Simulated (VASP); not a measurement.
Set up this calculation in VASP 6.6.1, as the native input.

- Task: density of states
- Functional: PBEsol
- Potentials or basis: VASP PAW PBE potentials, release 64 (Ti_sv)
- Cutoff: 520 eV
- k mesh: 15 × 15 × 8
- Occupations: fermi-dirac, width 0.05 eV
- Spin: no spin polarisation
- Dipole correction: no
- k mesh for the DOS: 23 × 23 × 12
- Occupations for the DOS: tetrahedron
- Further INCAR settings: ALGO = Normal; EDIFF = 1e-06

Crystal: Ti.

```
Ti
1.0
     2.90222    0.00000    0.00000
    -1.45111    2.51340    0.00000
     0.00000    0.00000    4.58707
Ti
2
Direct
  0.33333 0.66667 0.25000
  0.66667 0.33333 0.75000
```

These files were run (other wordings do the same):

POSCAR

```
Ti
1.0
    2.9022240663      0.0000000000      0.0000000000
   -1.4511120332      2.5133997689      0.0000000000
    0.0000000000      0.0000000000      4.5870744761
Ti
2
Direct
    0.3333333333      0.6666666667      0.2500000000
    0.6666666667      0.3333333333      0.7500000000
```

INCAR.step1

```
SYSTEM = Ti
PREC = Accurate
ENCUT = 520
EDIFF = 1E-6
ISMEAR = -1
SIGMA = 0.05
LREAL = .False.
LASPH = .True.
NELM = 60
ALGO = Normal
ISIF = 2
LWAVE = .False.
LCHARG = .True.
LMAXMIX = 4
GGA = PS
NBANDS = 19
```

KPOINTS.step1

```
Automatic mesh
0
Gamma
  15 15 8
  0 0 0
```

INCAR.step2

```
SYSTEM = Ti
PREC = Accurate
ENCUT = 520
EDIFF = 1E-6
ISMEAR = -5
SIGMA = 0.05
LREAL = .False.
LASPH = .True.
NELM = 60
ALGO = Normal
ISIF = 2
LWAVE = .False.
LCHARG = .False.
LMAXMIX = 4
GGA = PS
LORBIT = 11
NEDOS = 2001
ICHARG = 11
```

KPOINTS.step2

```
Automatic mesh
0
Gamma
  23 23 12
  0 0 0
```

Potentials or basis: VASP PAW PBE potentials, release 64 (Ti_sv).

Run with:

```sh
$ cat potpaw_PBE.64/Ti_sv/POTCAR > POTCAR
$ cp INCAR.step1 INCAR
$ cp KPOINTS.step1 KPOINTS
$ mpirun -np 1 vasp_std > vasp.out
$ cp INCAR.step2 INCAR
$ cp KPOINTS.step2 KPOINTS
$ mpirun -np 1 vasp_std > vasp.out
```

It gave:

```
Valence electrons inside the program's atomic spheres : Ti 10.30
```

Wall time 2.4 min on 1 thread of Intel(R) Xeon(R) Platinum 8259CL CPU @ 2.50GHz (Skylake/Cascade Lake), on a shared host, peak memory 0.3 GiB.
